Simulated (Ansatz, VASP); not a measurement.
# One calculation of MoSe, two programs

The input POSCAR:

```
MoSe
1.0
    0.0000000000      3.1108253274      3.1108253274
    3.1108253274      0.0000000000      3.1108253274
    3.1108253274      3.1108253274      0.0000000000
Mo Se
1 1
Direct
    0.0000000000      0.0000000000      0.0000000000
    0.2500000000      0.2500000000      0.2500000000
```

The input INCAR.step1:

```
SYSTEM = MoSe
ALGO = Normal
EDIFF = 1E-4
ENCUT = 520
GGA = PE
ISMEAR = 0
ISPIN = 2
LASPH = .TRUE.
LCHARG = .FALSE.
LDAU = .TRUE.
LDAUJ = 0 0
LDAUL = 2 -1
LDAUTYPE = 2
LDAUU = 4.38 0
LMAXMIX = 4
LREAL = .FALSE.
LWAVE = .TRUE.
MAGMOM = 2 0
NBANDS = 21
NELM = 150
PREC = Accurate
SIGMA = 0.1
```

INCAR.step2

```
SYSTEM = MoSe
ALGO = Normal
EDIFF = 1E-7
ENCUT = 520
ISIF = 2
ISMEAR = 0
ISPIN = 2
ISTART = 1
LASPH = .TRUE.
LCHARG = .FALSE.
LDAU = .TRUE.
LDAUJ = 0 0
LDAUL = 2 -1
LDAUPRINT = 1
LDAUTYPE = 2
LDAUU = 4.38 0
LMAXMIX = 4
LMIXTAU = .TRUE.
LORBIT = 11
LREAL = .FALSE.
LWAVE = .FALSE.
MAGMOM = 2 0
METAGGA = R2SCAN
NBANDS = 21
NELM = 150
PREC = Accurate
SIGMA = 0.1
```

Contents of KPOINTS:

```
k-points
0
G
  12 12 12
  0 0 0
```

Input for Ansatz:

```yaml
crystal:
  lattice:
    - [0.0, 3.1108252945, 3.1108252945]
    - [3.1108252945, 0.0, 3.1108252945]
    - [3.1108252945, 3.1108252945, 0.0]
  atoms:
    - { symbol: Mo, position: [0.0, 0.0, 0.0], spin: 2.0 }
    - { symbol: Se, position: [0.25, 0.25, 0.25] }
basis:
  ecutwfc: 500
kpoints:
  mp_grid: { grid: [12, 12, 12] }
hamiltonian:
  xc: r2scan
  hubbard: { sites: [{ species: Mo, l: d, u_eff: 4.38 }] }
scf:
  occupations: { method: gaussian, width: 0.1 }
output:
  forces: true
  stress: true
  eigenvalues: true
  populations: true
magnetization:
  spin_polarized: true
```

Alike in both runs: task single point; functional r2SCAN; k mesh 12 × 12 × 12; occupations gaussian, width 0.1 eV; collinear spin; Hubbard terms Mo d U = 4.38 eV.

|  | VASP | Ansatz |
| --- | --- | --- |
| version | VASP 6.6.1 | Ansatz 0.2.0 |
| potentials or method | VASP PAW PBE potentials, release 64 (Mo_sv, Se), cutoff 520 eV | scalar-relativistic, plane waves, PAW |
| valence electrons in the cell | 20 | 30 |

|  | VASP | Ansatz | Ansatz less VASP |
| --- | --- | --- | --- |
| gap on the k mesh at the Fermi level (eV) | none | none | - |
| pressure (GPa) | -0.8 | 0.0 | +0.87 |
| net moment per atom (μB) | 2.00 | 2.00 | 0.000 |
| size of the moment on the site where the two differ most (μB) | 3.68 | 3.24 | -0.437 |

VASP's potentials were made for PBE, not for r2SCAN. Site moments also hang on the region over which each program counts them. The programs project onto different local orbitals, so the same U acts differently, and such runs can settle in different states. A gap of «none» marks a metal or a gap that the smearing closes. VASP's potentials hold 20 valence electrons a cell and Ansatz's 30, so a difference there can come from the potentials and not from the codes. Ansatz's warnings: filled band counts differ across k points, stability check not made.
